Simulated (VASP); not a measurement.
# CsBi2H4 (P4/mmm) in VASP: single point with PBE

Aim: the single point of CsBi2H4 with PBE.

All numbers are computed with VASP 6.6.1; they aren't measurements. Logs are shortened: lines on timing, memory, paths and dates and some standing lists are left out, and cuts for length are marked.

### Step 1. The cell of the first run

The structure is tetragonal, space group P4/mmm (No. 123). The conventional cell has a = 6.516 Å, b = 6.516 Å, c = 3.263 Å, α = 90.00°, β = 90.00°, γ = 90.00°. Cs (site symmetry 4/mmm) has 4 H at 2.65 Å and 2 Cs at 3.26 Å within 3.5 Å. Within 3.7 Å of Bi (site symmetry mmm) lie 8 H at 2.84 Å and 2 Bi at 3.26 Å and 4 Cs at 3.64 Å. H (site symmetry m2m) has 1 Cs at 2.65 Å and 4 H at 2.77 to 3.26 Å and 4 Bi at 2.84 Å within 3.5 Å.

### Step 2. Single point, PBE

INCAR

```
SYSTEM = CsBi2H4
PREC = Accurate
ENCUT = 520
EDIFF = 1E-6
ISMEAR = 0
SIGMA = 0.1
LREAL = .FALSE.
LASPH = .TRUE.
NELM = 60
ALGO = Normal
ISIF = 2
LWAVE = .FALSE.
LCHARG = .FALSE.
GGA = PE
NBANDS = 30
```

KPOINTS

```
regular mesh
0
G
  6 6 12
  0 0 0
```

POSCAR

```
CsBi2H4
1.0
    6.5156650744      0.0000000000      0.0000000000
    0.0000000000      6.5156650744      0.0000000000
    0.0000000000      0.0000000000      3.2630698438
Cs Bi H
1 2 4
Direct
    0.0000000000      0.0000000000      0.0000000000
    0.5000000000      0.0000000000      0.5000000000
    0.0000000000      0.5000000000      0.5000000000
    0.2870690618      0.2870690618      0.0000000000
    0.7129309382      0.2870690618      0.0000000000
    0.7129309382      0.7129309382      0.0000000000
    0.2870690618      0.7129309382      0.0000000000
```

Potentials or basis: VASP PAW PBE potentials, release 64 (Cs_sv, Bi_d, H).

The run is started by

```
cat potpaw_PBE.64/Cs_sv/POTCAR potpaw_PBE.64/Bi_d/POTCAR potpaw_PBE.64/H/POTCAR > POTCAR
mpirun -np 1 vasp_std > vasp.out
```

OUTCAR:

```text
SYSTEM = CsBi2H4
   PREC = Accurate
   ENCUT = 520
   EDIFF = 1E-6
   ISMEAR = 0
   LREAL = .FALSE.
   LASPH = .TRUE.
   NELM = 60
   ISIF = 2
   GGA = PE

 ion  position               nearest neighbor table
   1  0.000  0.000  0.000-
   2  0.500  0.000  0.500-
   3  0.000  0.500  0.500-
   4  0.287  0.287  0.000-
   5  0.713  0.287  0.000-
   6  0.713  0.713  0.000-
   7  0.287  0.713  0.000-

  LATTYP: Found a simple tetragonal cell.
 ALAT       =     6.5156650744
 C/A-ratio  =     0.5008038023

  Lattice vectors:

 A1 = (   6.5156650744,   0.0000000000,   0.0000000000)
 A2 = (   0.0000000000,   6.5156650744,   0.0000000000)
 A3 = (   0.0000000000,   0.0000000000,   3.2630698438)

Analysis of symmetry for initial positions (statically):
=====================================================================
 Subroutine PRICEL returns:
 Original cell was already a primitive cell.

 Routine SETGRP: Setting up the symmetry group for a
 simple tetragonal supercell.

 Subroutine GETGRP returns: Found 16 space group operations
 (whereof 16 operations were pure point group operations)
 out of a pool of 16 trial point group operations.

The static configuration has the point symmetry D_4h.

Analysis of symmetry for dynamics (positions and initial velocities):
=====================================================================
 Subroutine PRICEL returns:
 Original cell was already a primitive cell.

 Routine SETGRP: Setting up the symmetry group for a
 simple tetragonal supercell.

 Subroutine GETGRP returns: Found 16 space group operations
 (whereof 16 operations were pure point group operations)
 out of a pool of 16 trial point group operations.

The dynamic configuration has the point symmetry D_4h.

 Subroutine INISYM returns: Found 16 space group operations
 (whereof 16 operations are pure point group operations),
 and found     1 'primitive' translations

----------------------------------------------------------------------------------------

                                     Primitive cell

  volume of cell :     138.5300

  direct lattice vectors                    reciprocal lattice vectors
     6.515665074  0.000000000  0.000000000     0.153476274  0.000000000  0.000000000
     0.000000000  6.515665074  0.000000000     0.000000000  0.153476274  0.000000000
     0.000000000  0.000000000  3.263069844     0.000000000  0.000000000  0.306459882

  length of vectors
     6.515665074  6.515665074  3.263069844     0.153476274  0.153476274  0.306459882

  position of ions in fractional coordinates (direct lattice)
     0.000000000  0.000000000  0.000000000
     0.500000000  0.000000000  0.500000000
     0.000000000  0.500000000  0.500000000
     0.287069062  0.287069062  0.000000000
     0.712930938  0.287069062  0.000000000
     0.712930938  0.712930938  0.000000000
     0.287069062  0.712930938  0.000000000

  ion indices of the primitive-cell ions
   primitive index   ion index
                 1           1
                 2           2
                 3           3
                 4           4
                 5           5
                 6           6
                 7           7

----------------------------------------------------------------------------------------

 KPOINTS: regular mesh

Automatic generation of k-mesh.
 Grid dimensions read from file:
 generate k-points for:    6    6   12

 Generating k-lattice:

  Cartesian coordinates                     Fractional coordinates (reciprocal lattice)
     0.025579379  0.000000000  0.000000000     0.166666667  0.000000000  0.000000000
     0.000000000  0.025579379  0.000000000     0.000000000  0.166666667  0.000000000
     0.000000000  0.000000000  0.025538324     0.000000000  0.000000000  0.083333333

  Length of vectors
     0.025579379  0.025579379  0.025538324

  Shift w.r.t. Gamma in fractional coordinates (k-lattice)
     0.000000000  0.000000000  0.000000000

 Subroutine IBZKPT returns following result:
 ===========================================

 Found     70 irreducible k-points:

 Following reciprocal coordinates:
            Coordinates               Weight
  0.000000  0.000000  0.000000      1.000000
  0.166667  0.000000  0.000000      4.000000
  0.333333  0.000000  0.000000      4.000000
  0.500000  0.000000  0.000000      2.000000
  0.166667  0.166667  0.000000      4.000000
  0.333333  0.166667  0.000000      8.000000
[... 16 lines left out ...]
  0.333333  0.000000  0.166667      8.000000
  0.500000  0.000000  0.166667      4.000000
 [... further k-points ...]
   k-points           NKPTS =     70   k-points in BZ     NKDIM =     70   number of bands    NBANDS=     30
   number of dos      NEDOS =    301   number of ions     NIONS =      7
   total plane-waves  NPLWV =  55296
   dimension x,y,z NGX =    48 NGY =   48 NGZ =   24
   dimension x,y,z NGXF=    96 NGYF=   96 NGZF=   48
   ions per type =               1   2   4
   NGX,Y,Z   is equivalent  to a cutoff of  12.25, 12.25, 12.23 a.u.
   NGXF,Y,Z  is equivalent  to a cutoff of  24.49, 24.49, 24.45 a.u.
 SYSTEM =  CsBi2H4
   PREC   = accura    normal or accurate (medium, high low for compatibility)
   ISTART =      0    job   : 0-new  1-cont  2-samecut
   ICHARG =      2    charge: 1-file 2-atom 10-const
   ISPIN  =      1    spin polarized calculation?
   LNONCOLLINEAR =      F non collinear calculations
   LSORBIT =      F    spin-orbit coupling
   LASPH  =      T    aspherical Exc in radial PAW
   ENCUT  =  520.0 eV  38.22 Ry    6.18 a.u.  12.11 12.11  6.07*2*pi/ulx,y,z
   NELM   =     60;   NELMIN=  2; NELMDL= -5     # of ELM steps
   EDIFF  = 0.1E-05   stopping-criterion for ELM
   LREAL  =      F    real-space projection
   EDIFFG = 0.1E-04   stopping-criterion for IOM
   NSW    =      0    number of steps for IOM
   IBRION =     -1    ionic relax: 0-MD 1-quasi-New 2-CG
   NFREE  =      0    steps in history (QN), initial steepest desc. (CG)
   ISIF   =      2    stress and relaxation
   ISYM   =      2    0-nonsym 1-usesym 2-fastsym
   POTIM  = 0.5000    time-step for ionic-motion
   TEBEG  =    0.0;   TEEND  =   0.0 temperature during run
   PSTRESS=    0.0 pullay stress
   NELECT =      43.0000    total number of electrons
   NUPDOWN=      -1.0000    fix difference up-down
   EMIN   =  10.00;   EMAX   =-10.00  energy-range for DOS
   EFERMI =   0.00;   METHOD = LEGACY
   ISMEAR =     0;   SIGMA  =   0.10  broadening in eV -4-tet -1-fermi 0-gaus
   EFERMI_NEDOS =   21; number of points for ismear=-14 and -15
   IALGO  =     38    algorithm
   IMIX   =      4    mixing-type and parameters
     AMIX     =   0.40;   BMIX     =  1.00
     AMIX_MAG =   1.60;   BMIX_MAG =  1.00
  volume/ion in A,a.u.               =      19.79       133.55
  Fermi-wavevector in a.u.,A,eV,Ry     =   1.108451  2.094668 16.716973  1.228663
  Thomas-Fermi vector in A             =   2.244978
   LORBIT       =      0    0 simple, 1 ext, 2 COOP (PROOUT), +10 PAW based schemes
   GGA     = PE    functional components
   LHFCALC =     F    Hartree Fock is set to
   AEXX    =    0.0000 exact exchange contribution
   IVDW    =     0    specifies the selected vdW correction
   LEPSILON=     F    determine dielectric tensor
   LRPA    =     F    only Hartree local field effects (RPA)
 non-spin polarized calculation
 Gauss-broadening in eV      SIGMA  =   0.10
  energy-cutoff  :      520.00
  volume of cell :      138.53
 maximum number of plane-waves:      3784
   NGX = 25   NGY = 25   NGZ = 13

 number of electron      42.9999995 magnetization

 Free energy of the ion-electron system (eV)
  ---------------------------------------------------
  ext. energy  EPLUGINS =         0.00000000
  ---------------------------------------------------
  free energy    TOTEN  =       -15.93659266 eV

  energy without entropy =      -15.91870789  energy(sigma->0) =      -15.92765028

 E-fermi :   3.3280     XC(G=0):  -8.9385

 val. band max:        3.3209023681   @ k =   0.5000   0.0000   0.4167
 cond. band min:       3.3432950371   @ k =   0.3333   0.3333   0.4167
 fundamental gap:      0.0223926690
 Fermi energy:         3.3280394165

 k-point     1 :       0.0000    0.0000    0.0000
  band No.  band energies     occupation
      1     -19.8782      2.00000
      2     -19.8755      2.00000
      3     -19.7157      2.00000
      4     -19.7024      2.00000
      5     -19.6980      2.00000
      6     -19.6905      2.00000
[... 22 lines left out ...]
     29       8.8474      0.00000
     30      11.0887      0.00000

 k-point     2 :       0.1667    0.0000    0.0000
  band No.  band energies     occupation
      1     -19.8780      2.00000
      2     -19.8756      2.00000
      3     -19.7137      2.00000
      4     -19.7016      2.00000
      5     -19.6984      2.00000
      6     -19.6913      2.00000
[... 22 lines left out ...]
     29       9.2145      0.00000
     30      10.7796      0.00000

 k-point     3 :       0.3333    0.0000    0.0000
  band No.  band energies     occupation
      1     -19.8775      2.00000
      2     -19.8761      2.00000
      3     -19.7095      2.00000
      4     -19.6995      2.00000
      5     -19.6994      2.00000
      6     -19.6934      2.00000
[... 22 lines left out ...]
     29       9.8071      0.00000
     30      10.3216      0.00000

 k-point     4 :       0.5000    0.0000    0.0000
  band No.  band energies     occupation
      1     -19.8768      2.00000
      2     -19.8768      2.00000
      3     -19.7069      2.00000
      4     -19.7005      2.00000
      5     -19.6965      2.00000
      6     -19.6964      2.00000
[... 22 lines left out ...]
     29       9.7100      0.00000
     30      10.1470      0.00000

 k-point     5 :       0.1667    0.1667    0.0000
  band No.  band energies     occupation
      1     -19.8778      2.00000
      2     -19.8758      2.00000
      3     -19.7119      2.00000
      4     -19.7009      2.00000
      5     -19.6987      2.00000
      6     -19.6919      2.00000
[... 22 lines left out ...]
     29       9.4847      0.00000
     30      10.4563      0.00000
[... 526 lines left out ...]
     29       9.4127      0.00000
     30      10.5395      0.00000

 k-point    22 :       0.1667    0.0000    0.1667
  band No.  band energies     occupation
      1     -19.8192      2.00000
      2     -19.8163      2.00000
      3     -19.7128      2.00000
      4     -19.7128      2.00000
      5     -19.6989      2.00000
      6     -19.6980      2.00000
[... 22 lines left out ...]
     29       9.2695      0.00000
     30      10.3113      0.00000

 k-point    23 :       0.3333    0.0000    0.1667
  band No.  band energies     occupation
      1     -19.8185      2.00000
      2     -19.8169      2.00000
      3     -19.7128      2.00000
      4     -19.7128      2.00000
      5     -19.6968      2.00000
      6     -19.6949      2.00000
[... 22 lines left out ...]
     29       9.4364      0.00000
     30       9.9312      0.00000

 k-point    24 :       0.5000    0.0000    0.1667
  band No.  band energies     occupation
      1     -19.8178      2.00000
      2     -19.8176      2.00000
      3     -19.7128      2.00000
      4     -19.7128      2.00000
      5     -19.6940      2.00000
      6     -19.6939      2.00000
[... 22 lines left out ...]
     29       9.4934      0.00000
     30       9.8306      0.00000

 [... further k-points ...]

------------------------ aborting loop because EDIFF is reached ----------------------------------------

  FORCE on cell =-STRESS in cart. coord.  units (eV):
  Direction    XX          YY          ZZ          XY          YZ          ZX
  --------------------------------------------------------------------------------------
  -------------------------------------------------------------------------------------
  Total        0.0167593      0.0167593      0.0720115      0.0000000      0.0000000      0.0000000
  in kB        0.1938309      0.1938309      0.8328539      0.0000000      0.0000000      0.0000000
  external PRESSURE =       0.4068386 kB  Pullay stress =       0.0000000 kB

 VOLUME and BASIS-vectors are now :
 -----------------------------------------------------------------------------
  energy-cutoff  :      520.00
  volume of cell :      138.53
      direct lattice vectors                 reciprocal lattice vectors
     6.515665074  0.000000000  0.000000000     0.153476274  0.000000000  0.000000000
     0.000000000  6.515665074  0.000000000     0.000000000  0.153476274  0.000000000
     0.000000000  0.000000000  3.263069844     0.000000000  0.000000000  0.306459882

 POSITION                                       TOTAL-FORCE (eV/Angst)
 -----------------------------------------------------------------------------------
      0.00000      0.00000      0.00000        -0.000000      0.000000      0.000000
      3.25783      0.00000      1.63153        -0.000000      0.000000      0.000000
      0.00000      3.25783      1.63153        -0.000000      0.000000      0.000000
      1.87045      1.87045      0.00000         0.006769      0.006769     -0.000000
      4.64522      1.87045      0.00000        -0.006769      0.006769      0.000000
      4.64522      4.64522      0.00000        -0.006769     -0.006769      0.000000
      1.87045      4.64522      0.00000         0.006769     -0.006769     -0.000000
 -----------------------------------------------------------------------------------
    total drift:                                0.000000      0.000000     -0.000000

  FREE ENERGIE OF THE ION-ELECTRON SYSTEM (eV)
  ---------------------------------------------------
  free  energy   TOTEN  =       -15.9365926596 eV

  energy  without entropy=      -15.9187078918  energy(sigma->0) =      -15.92765028
```

Wall time 90 s (1 thread of Intel Xeon 6975P-C (Granite Rapids), shared host); peak memory 0.39 GiB.

Results:

```yaml
Free_energy: -15.9366 eV
Pressure: 0.0 GPa
Largest_force: 0.010 eV/Å
Band_gap_on_the_k_mesh: zero (an odd number of electrons rules out a gap without spin polarisation)
```

Forces in eV/Å, atoms in the order of the input:
```
Cs   0.000  0.000  0.000
Bi   0.000  0.000  0.000
Bi   0.000  0.000  0.000
H    0.007  0.007  0.000
H   -0.007  0.007  0.000
H   -0.007 -0.007  0.000
H    0.007 -0.007  0.000
```

Levels at points of the mesh, in eV from the Fermi level:
```csv
k point,band 19,band 20,band 21,band 22,band 23,band 24,band 25,band 26
"(0.00, 0.00, 0.00)",-2.05,-1.73,-0.25,-0.25,3.35,3.73,3.73,4.44
"(0.50, 0.00, 0.00)",-3.31,-1.90,0.83,1.49,2.15,2.32,3.63,4.41
"(0.50, 0.50, 0.00)",-1.52,-1.09,-1.09,-0.43,2.15,3.93,4.42,4.42
"(0.00, 0.00, 0.50)",-1.32,-1.32,-1.07,-1.07,-1.02,1.05,1.05,1.13
"(0.50, 0.00, 0.50)",-1.77,-1.05,-0.45,-0.17,0.10,0.25,0.37,0.40
"(0.50, 0.50, 0.50)",-2.54,-1.22,-0.58,-0.10,0.64,0.64,0.97,1.71
```

Caveat: spin-orbit coupling is left out, which moves the levels of the heavy elements.
